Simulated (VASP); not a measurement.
# CdP2C (P-4m2) in VASP: single point with PBE-based screened hybrid with 50 % exact exchange

Aim: the single point of CdP2C with PBE-based screened hybrid with 50 % exact exchange.

All numbers are computed with VASP 6.6.1; they aren't measurements. Logs are shortened: lines on timing, memory, paths and dates and some standing lists are left out, and cuts for length are marked.

## Step 1: The cell of the first run

The structure is tetragonal, space group P-4m2 (No. 115). Conventional cell: a = 3.305 Å, b = 3.305 Å, c = 5.972 Å, α = 90.00°, β = 90.00°, γ = 90.00°. Within 3.4 Å of Cd (site symmetry -4m2) lie 4 P at 2.56 Å and 4 Cd at 3.30 Å. P (site symmetry 2mm) has 2 C at 1.95 Å and 2 Cd at 2.56 Å within 2.6 Å. Within 2.6 Å of C (site symmetry -4m2) lie 4 P at 1.95 Å.

## Step 2: Single point, PBE-based screened hybrid with 50 % exact exchange

The input, POSCAR:

```
CdP2C
1.0
    3.3048441637      0.0000000000      0.0000000000
    0.0000000000      3.3048441637      0.0000000000
    0.0000000000      0.0000000000      5.9718372581
Cd P C
1 2 1
Direct
    0.0000000000      0.0000000000      0.0000000000
    0.0000000000      0.5000000000      0.3265445761
    0.5000000000      0.0000000000      0.6734554239
    0.5000000000      0.5000000000      0.5000000000
```

The input, INCAR.step1:

```
  PREC = Accurate
  ENCUT = 520
  EDIFF = 1E-5
  ISMEAR = -1
  SIGMA = 0.02
  LREAL = False
  LASPH = True
  NELM = 120
  ALGO = Normal
  ISIF = 2
  LWAVE = True
  LCHARG = False
  GGA = PE
  NBANDS = 25
  GGA_COMPAT = False
```

The input, INCAR.step2:

```
  PREC = Accurate
  ENCUT = 520
  EDIFF = 1E-6
  ISMEAR = -1
  SIGMA = 0.02
  LREAL = False
  LASPH = True
  NELM = 120
  ALGO = Normal
  ISIF = 2
  LWAVE = False
  LCHARG = False
  GGA = PE
  LHFCALC = True
  AEXX = 0.5
  HFSCREEN = 0.1
  PRECFOCK = Normal
  ISTART = 1
  NBANDS = 25
  GGA_COMPAT = False
```

The input, KPOINTS:

```
Automatic mesh
0
Gamma
  4 4 2
```

Potentials or basis: VASP PAW PBE potentials, release 64 (Cd_sv_GW, P, C).

Started as:

```bash
$ cat potpaw_PBE.64/Cd_sv_GW/POTCAR potpaw_PBE.64/P/POTCAR potpaw_PBE.64/C/POTCAR > POTCAR
$ cp INCAR.step1 INCAR
$ mpirun -np 1 vasp_std > vasp.out
$ cp INCAR.step2 INCAR
$ mpirun -np 1 vasp_std > vasp.out
```

OUTCAR:

```text
PREC = Accurate
   ENCUT = 520
   EDIFF = 1E-6
   ISMEAR = -1
   LREAL = False
   LASPH = True
   NELM = 120
   ISIF = 2
   GGA = PE
   LHFCALC = True
   AEXX = 0.5
   HFSCREEN = 0.1
   PRECFOCK = Normal
   ISTART = 1

 ion  position               nearest neighbor table
   1  0.000  0.000  0.000-   2 2.56   3 2.56   2 2.56   3 2.56
   2  0.000  0.500  0.327-   4 1.95   4 1.95   1 2.56   1 2.56
   3  0.500  0.000  0.673-   4 1.95   4 1.95   1 2.56   1 2.56
   4  0.500  0.500  0.500-   2 1.95   3 1.95   3 1.95   2 1.95

  LATTYP: Found a simple tetragonal cell.
 ALAT       =     3.3048441637
 C/A-ratio  =     1.8069951145

  Lattice vectors:

 A1 = (   3.3048441637,   0.0000000000,   0.0000000000)
 A2 = (   0.0000000000,   3.3048441637,   0.0000000000)
 A3 = (   0.0000000000,   0.0000000000,   5.9718372581)

Analysis of symmetry for initial positions (statically):
=====================================================================
 Subroutine PRICEL returns:
 Original cell was already a primitive cell.

 Routine SETGRP: Setting up the symmetry group for a
 simple tetragonal supercell.

 Subroutine GETGRP returns: Found  8 space group operations
 (whereof  8 operations were pure point group operations)
 out of a pool of 16 trial point group operations.

The static configuration has the point symmetry D_2d.

Analysis of symmetry for dynamics (positions and initial velocities):
=====================================================================
 Subroutine PRICEL returns:
 Original cell was already a primitive cell.

 Routine SETGRP: Setting up the symmetry group for a
 simple tetragonal supercell.

 Subroutine GETGRP returns: Found  8 space group operations
 (whereof  8 operations were pure point group operations)
 out of a pool of 16 trial point group operations.

The dynamic configuration has the point symmetry D_2d.

 Subroutine INISYM returns: Found  8 space group operations
 (whereof  8 operations are pure point group operations),
 and found     1 'primitive' translations

[... 86 lines left out ...]
   LREAL  =      F    real-space projection
   EDIFFG = 0.1E-04   stopping-criterion for IOM
   NSW    =      0    number of steps for IOM
   IBRION =     -1    ionic relax: 0-MD 1-quasi-New 2-CG
   NFREE  =      0    steps in history (QN), initial steepest desc. (CG)
   ISIF   =      2    stress and relaxation
   ISYM   =      3    0-nonsym 1-usesym 2-fastsym
   POTIM  = 0.5000    time-step for ionic-motion
   TEBEG  =    0.0;   TEEND  =   0.0 temperature during run
   PSTRESS=    0.0 pullay stress
   NELECT =      34.0000    total number of electrons
   NUPDOWN=      -1.0000    fix difference up-down
   EMIN   =  10.00;   EMAX   =-10.00  energy-range for DOS
   EFERMI =   0.00;   METHOD = LEGACY
   ISMEAR =    -1;   SIGMA  =   0.02  broadening in eV -4-tet -1-fermi 0-gaus
   EFERMI_NEDOS =   21; number of points for ismear=-14 and -15
   IALGO  =     38    algorithm
   IMIX   =      1    mixing-type and parameters
     AMIX     =   0.40;   BMIX     =  1.00
     AMIX_MAG =   1.60;   BMIX_MAG =  1.00
  volume/ion in A,a.u.               =      16.31       110.04
  Fermi-wavevector in a.u.,A,eV,Ry     =   1.317542  2.489793 23.618586  1.735917
  Thomas-Fermi vector in A             =   2.447576
   LORBIT       =      0    0 simple, 1 ext, 2 COOP (PROOUT), +10 PAW based schemes
   GGA     = PE    functional components
   LHFCALC =     T    Hartree Fock is set to
   PRECFOCK=normal    Normal, Fast or Accurate (Low or Medium for compatibility)
   ENCUT4O =  -1.0   cutoff for four orbital integrals eV
   NKREDX  =     1    reduce k-point grid by
   NKREDY  =     1    reduce k-point grid by
   NKREDZ  =     1    reduce k-point grid by
   AEXX    =    0.5000 exact exchange contribution
   HFSCREEN=    0.1000 screening length (either q_TF or 0.3 A-1)
   HFSCREENC=   0.1000 screening length for correlation (either q_TF or 0.3 A-1)
   ENCUTFOCK=  -1.0 apply spherical cutoff to Coloumb kernel
   IVDW    =     0    specifies the selected vdW correction
   LEPSILON=     F    determine dielectric tensor
   LRPA    =     F    only Hartree local field effects (RPA)
 non-spin polarized calculation
  energy-cutoff  :      520.00
  volume of cell :       65.22
 maximum number of plane-waves:      1800
 NGX is ok and might be reduce to    28
  NGX = 20; NGY = 20; NGZ = 36

 number of electron      34.0000001 magnetization

 Free energy of the ion-electron system (eV)
  ---------------------------------------------------
  ext. energy  EPLUGINS =         0.00000000
  ---------------------------------------------------
  free energy    TOTEN  =       -26.99057851 eV

  energy without entropy =      -26.99057851  energy(sigma->0) =      -26.99057851

 E-fermi :   7.6513     XC(G=0):  -6.5790

 val. band max:        7.2115257326   @ k =   0.0000   0.0000   0.5000
 cond. band min:       8.0811058490   @ k =   0.2500   0.0000   0.5000
 fundamental gap:      0.8695801163
 Fermi energy:         7.6512815202

 k-point     1 :       0.0000    0.0000    0.0000
  band No.  band energies     occupation
      1    -108.0359      2.00000
      2     -66.4350      2.00000
      3     -66.4350      2.00000
      4     -66.3676      2.00000
      5     -13.9010      2.00000
      6      -8.2957      2.00000
[... 325 lines left out ...]
     24      13.1445      0.00000
     25      14.0659      0.00000

------------------------ aborting loop because EDIFF is reached ----------------------------------------

  FORCE on cell =-STRESS in cart. coord.  units (eV):
  Direction    XX          YY          ZZ          XY          YZ          ZX
  --------------------------------------------------------------------------------------
  -------------------------------------------------------------------------------------
  Total       -2.0420236     -2.0420236     -2.9767388      0.0000000      0.0000000      0.0000000
  in kB      -50.1604473    -50.1604473    -73.1208749      0.0000000      0.0000000      0.0000000
  external PRESSURE =     -57.8139232 kB  Pullay stress =       0.0000000 kB

 VOLUME and BASIS-vectors are now :
 -----------------------------------------------------------------------------
  energy-cutoff  :      520.00
  volume of cell :       65.22
      direct lattice vectors                 reciprocal lattice vectors
     3.304844164  0.000000000  0.000000000     0.302586128  0.000000000  0.000000000
     0.000000000  3.304844164  0.000000000     0.000000000  0.302586128  0.000000000
     0.000000000  0.000000000  5.971837258     0.000000000  0.000000000  0.167452654

 POSITION                                       TOTAL-FORCE (eV/Angst)
 -----------------------------------------------------------------------------------
      0.00000      0.00000      0.00000        -0.000000     -0.000000      0.000000
      0.00000      1.65242      1.95007        -0.000000      0.000000      1.006682
      1.65242      0.00000      4.02177         0.000000      0.000000     -1.006682
      1.65242      1.65242      2.98592        -0.000000      0.000000      0.000000
 -----------------------------------------------------------------------------------
    total drift:                               -0.000001      0.000002      0.000014

  FREE ENERGIE OF THE ION-ELECTRON SYSTEM (eV)
  ---------------------------------------------------
  free  energy   TOTEN  =       -26.9905785127 eV

  energy  without entropy=      -26.9905785126  energy(sigma->0) =      -26.99057851
```

OUTCAR.step1:

```text
PREC = Accurate
   ENCUT = 520
   EDIFF = 1E-5
   ISMEAR = -1
   LREAL = False
   LASPH = True
[... 550 lines left out ...]
      0.00000      1.65242      1.95007         0.000000      0.000000      0.673830
      1.65242      0.00000      4.02177         0.000000     -0.000000     -0.673830
      1.65242      1.65242      2.98592         0.000000     -0.000000     -0.000000
 -----------------------------------------------------------------------------------
    total drift:                                0.000000      0.000000     -0.000000

  FREE ENERGIE OF THE ION-ELECTRON SYSTEM (eV)
  ---------------------------------------------------
  free  energy   TOTEN  =       -18.2538155866 eV

  energy  without entropy=      -18.2534663423  energy(sigma->0) =      -18.25364096
```

Run time: 45 min. Hardware: 1 thread of AMD EPYC 7R43 (Zen 3), shared host; peak memory 0.29 GiB.

What came out:

```
Free energy            : -26.9906 eV
Pressure               : -5.8 GPa
Largest force          : 1.007 eV/Å
Band gap on the k mesh : zero (bands 17 and 18 overlap by 0.96 eV)
```

Forces in eV/Å, atoms in the order of the input:
```
Cd   0.000  0.000  0.000
P    0.000  0.000  1.007
P    0.000  0.000 -1.007
C    0.000  0.000  0.000
```

Levels at points of the mesh, in eV from the Fermi level:
```
           k point  band 13  band 14  band 15  band 16  band 17  band 18  band 19  band 20  band 21  band 22
(0.00, 0.00, 0.00)    -7.94    -7.94    -3.99    -2.53    -0.96     0.87     0.87     3.06     4.94     4.94
(0.50, 0.00, 0.00)    -8.89    -7.06    -7.05    -7.00     0.52     0.66     2.87     3.83     5.74     6.85
(0.50, 0.50, 0.00)    -9.07    -7.79    -6.30    -6.30    -4.92     1.52     1.52     1.86     1.95     7.35
(0.00, 0.00, 0.50)    -7.82    -7.82    -7.57    -1.45    -1.12    -0.44    -0.44     4.47     6.56     6.56
(0.50, 0.00, 0.50)    -9.86    -7.06    -5.19    -4.74    -1.44     0.64     1.90     2.11     5.49     5.71
(0.50, 0.50, 0.50)    -9.02    -7.75    -6.89    -6.89    -5.65     3.17     4.36     4.36     4.56     5.28
```

Caveat: the k points lie up to 0.53 Å⁻¹ apart, too coarse for converged energies and pressures of a metal; the PAW data sets were made with another functional, which shifts forces and pressure a little.

The gap in the log of VASP goes by the Fermi energy; the results here count the filled bands.